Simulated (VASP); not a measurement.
Write the native input for VASP 6.6.1 that does the following.

```yaml
Task: single point
Functional: PBE
Potentials_or_basis: VASP PAW PBE potentials, release 64 (Rh_pv)
Cutoff: 520 eV
k_mesh: 18 × 18 × 10
Occupations: gaussian, width 0.15 eV
Spin: no spin polarisation
Dipole_correction: no
Further_INCAR_settings: ALGO = Fast; EDIFF = 1e-06; NBANDS = 22
```

The structure of Rh lies in POSCAR:

```
Rh
1.0
    2.7521000000      0.0000000000      0.0000000000
   -1.3760500000      2.3833885137      0.0000000000
    0.0000000000      0.0000000000      4.1045000000
Rh
2
Direct
    0.6666666667      0.3333333333      0.7500000000
    0.3333333333      0.6666666667      0.2500000000
```

This isn't the form of Rh at room conditions, which is fcc.

These files were run (other wordings do the same):

INCAR

```
SYSTEM = Rh
PREC = Accurate
ENCUT = 520
EDIFF = 1E-6
ISMEAR = 0
SIGMA = 0.15
LREAL = .FALSE.
LASPH = .TRUE.
NELM = 80
ALGO = Fast
ISIF = 2
LWAVE = .FALSE.
LCHARG = .TRUE.
GGA = PE
LELF = .TRUE.
LVHAR = .TRUE.
NBANDS = 22
```

KPOINTS

```
Automatic mesh
0
G
  18 18 10
  0 0 0
```

Potentials or basis: VASP PAW PBE potentials, release 64 (Rh_pv).

Command:

```console
$ cat potpaw_PBE.64/Rh_pv/POTCAR > POTCAR
$ mpirun -np 1 vasp_std > vasp.out
```

It gave:

* Pressure: 15.8 GPa
* Band gap on the k mesh: zero (bands 15 and 16 overlap by 2.17 eV)

Caveat: the cell stands under pressure.

It took 68 s on 1 thread of Intel(R) Xeon(R) Platinum 8488C (Sapphire Rapids), on a shared host, peak memory 0.21 GiB.
